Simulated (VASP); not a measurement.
The system is TiC.

```xyz
2
Lattice="0.0000 2.1364 2.1364 2.1364 0.0000 2.1364 2.1364 2.1364 0.0000" Properties=species:S:1:pos:R:3 pbc="T T T"
Ti    0.0000    0.0000    0.0000
C     2.1364    2.1364    2.1364
```

This cell differs from its parent crystal: volume scaled by 0.96.

Base run:

* Program: VASP 6.6.1
* Functional: PBEsol
* Potentials or basis: VASP PAW PBE potentials, release 64 (Ti_sv, C)
* Cutoff: 520 eV
* k mesh: 11 × 11 × 11
* Occupations: fermi-dirac, width 0.05 eV
* Spin: no spin polarisation

Its results: band gap on the k mesh zero (band 8 reaches 10.46 eV, above the bottom of band 9 at 9.37 eV); pressure 4.1 GPa.

Q: The run is repeated on the same cell with these changes: functional from PBEsol to BLYP. What comes out?

A: Band gap on the k mesh zero (band 8 reaches 11.04 eV, above the bottom of band 9 at 9.92 eV); pressure 20.6 GPa.

BLYP binds less tightly than PBEsol, so the same cell stands under more pressure.

Caveats: the PAW data sets were made with another functional, which shifts forces and pressure a little.
